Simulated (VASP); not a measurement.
Li: relaxation of cell and atoms with PBEsol

Crystal: Li.

```
CELL_PARAMETERS angstrom
0.00000 2.21000 2.21000
2.21000 0.00000 2.21000
2.21000 2.21000 0.00000
ATOMIC_POSITIONS crystal
Li 0.00000 0.00000 0.00000
```

This isn't the form of Li at room conditions, which is bcc.

```json
{
 "Program": "VASP 6.6.1",
 "Task": "relaxation of cell and atoms",
 "Functional": "PBEsol",
 "Potentials or basis": "VASP PAW PBE potentials, release 64 (Li_sv)",
 "Cutoff": "750 eV",
 "k mesh": "10 × 10 × 10",
 "Occupations": "fermi-dirac, width 0.1 eV",
 "Spin": "no spin polarisation",
 "Dipole correction": "no",
 "Further INCAR settings": "ALGO = Normal; EDIFF = 1e-07; IBRION = 2; EDIFFG = -0.02; NSW = 80; ISIF = 3"
}
```

* Relaxed volume: 20.21 Å³/atom
* Relaxed cell: a = 3.058 Å, b = 3.058 Å, c = 3.058 Å, α = 60.00°, β = 60.00°, γ = 60.00°
* Space group after relaxing (to 0.1 Å): Fm-3m (No. 225)
* Energy gained by relaxing: 4.3 meV/atom
* Ionic steps: 3
* Pressure after relaxing: -0.1 GPa
* Band gap on the k mesh: zero (an odd number of electrons rules out a gap without spin polarisation)

Step by step:
| step | energy change (eV) | largest force (eV/Å) | pressure (GPa) | volume (Å³) |
| --- | --- | --- | --- | --- |
| 1 | 0.0000 | 0.0000 | -0.90 | 21.59 |
| 2 | -0.0019 | 0.0000 | -0.70 | 21.21 |
| 3 | -0.0043 | 0.0000 | -0.07 | 20.21 |

Final structure:
```
CELL_PARAMETERS angstrom
0.00000 2.16207 2.16207
2.16207 0.00000 2.16207
2.16207 2.16207 0.00000
ATOMIC_POSITIONS crystal
Li 0.00000 0.00000 0.00000
```

Levels at points of the mesh, in eV from the Fermi level:
| k point | band 1 | band 2 | band 3 | band 4 | band 5 |
| --- | --- | --- | --- | --- | --- |
| (0.00, 0.00, 0.00) | -45.83 | -3.51 | 14.47 | 14.47 | 14.47 |
| (0.50, 0.00, 0.00) | -45.81 | 0.05 | 2.99 | 12.74 | 12.74 |
| (0.50, 0.50, 0.00) | -45.81 | 1.60 | 4.78 | 8.52 | 8.52 |

It took 8.3 s on 1 thread of Intel(R) Xeon(R) 6975P-C (Granite Rapids), on a shared host, peak memory 0.14 GiB.

Caveat: the PAW data sets were made with another functional, which shifts forces and pressure a little.
